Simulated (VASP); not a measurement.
**Zr: single point with PBEsol**

The system is Zr.

```
CELL_PARAMETERS angstrom
-1.77000 1.77000 1.77000
1.77000 -1.77000 1.77000
1.77000 1.77000 -1.77000
ATOMIC_POSITIONS crystal
Zr 0.00000 0.00000 0.00000
```

This cell differs from its parent crystal: Mo replaced by Zr, lengths x 1.082, strained.

```json
{
  "Program": "VASP 6.6.1",
  "Task": "single point",
  "Functional": "PBEsol",
  "Potentials or basis": "VASP PAW PBE potentials, release 64 (Zr_sv)",
  "Cutoff": "500 eV",
  "k mesh": "16 × 16 × 16",
  "Occupations": "gaussian, width 0.1 eV",
  "Spin": "no spin polarisation",
  "Dipole correction": "no",
  "Further INCAR settings": "ALGO = Normal; EDIFF = 1e-06; NBANDS = 12"
}
```

```yaml
Pressure: -1.4 GPa
Band_gap_on_the_k_mesh: zero (bands 6 and 7 overlap by 1.92 eV)
```

Levels at points of the mesh, in eV from the Fermi level:
```
           k point  band 2  band 3  band 4  band 5  band 6  band 7  band 8  band 9  band 10  band 11
(0.00, 0.00, 0.00)  -25.74  -25.74  -25.74   -5.45    1.15    1.15    1.15    3.77     3.77    12.56
(0.50, 0.00, 0.00)  -26.88  -26.10  -25.75   -2.92   -0.75    1.82    3.78    4.49     6.72    10.20
(0.50, 0.50, 0.50)  -26.52  -26.52  -26.52   -2.73   -2.73    5.99    5.99    5.99     7.76     7.76
```

Run time: 17 s on 1 thread of AMD EPYC 9R45 96-Core Processor (Zen 5), with other jobs on the host, peak memory 0.13 GiB.

Caveat: the cell differs from its parent crystal (Mo replaced by Zr, lengths x 1.082, strained); the PAW data sets were made with another functional, which shifts forces and pressure a little.
